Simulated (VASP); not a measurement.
NaCl: electric field gradients with PBE

NaCl:

```
Na Cl
1.0
     2.91720    0.00000    0.00000
     0.00000    2.91720    0.00000
     0.00000    0.00000    2.86000
Na Cl
1 1
Direct
  0.00000 0.00000 0.00000
  0.50000 0.50000 0.50000
```

This cell differs from its parent crystal: x and y stretched by +2 %, z held.

```yaml
Program: VASP 6.6.1
Task: electric field gradients
Functional: PBE
Potentials_or_basis: VASP PAW PBE potentials, release 64 (Na_pv, Cl)
Cutoff: 520 eV
k_mesh: 9 × 9 × 9
Occupations: fermi-dirac, width 0.03 eV
Spin: no spin polarisation
Dipole_correction: no
Further_INCAR_settings: ALGO = Normal; EDIFF = 1e-08; NBANDS = 14
```

```
Pressure               : 55.6 GPa
Band gap on the k mesh : 4.71 eV, direct
```

Stress tensor (GPa, compression positive):
```
54.04  0.00  0.00
 0.00 54.04  0.00
 0.00  0.00 58.86
```

Levels at points of the mesh, in eV from the valence-band top:
```tsv
k point	band 3	band 4	band 5	band 6	band 7	band 8	band 9	band 10	band 11	band 12
(0.00, 0.00, 0.00)	-22.67	-16.75	-1.42	-1.42	-1.07	6.66	6.72	7.17	17.32	17.76
```

Electric field gradients, principal values (V/Å²):
```tsv
atom	least	middle	greatest (by size)
1 Na	-0.647	-0.647	1.294
2 Cl	5.408	5.408	-10.817
```

Wall time 13 s on 1 thread of Intel(R) Xeon(R) Platinum 8488C (Sapphire Rapids), with other jobs on the host, peak memory 0.14 GiB.

Caveat: the cell differs from its parent crystal (x and y stretched by +2 %, z held); without QUAD_EFG the Cq values of the log hold for a quadrupole moment of 1 mb, not for the nuclei. A k mesh can miss the band edges.
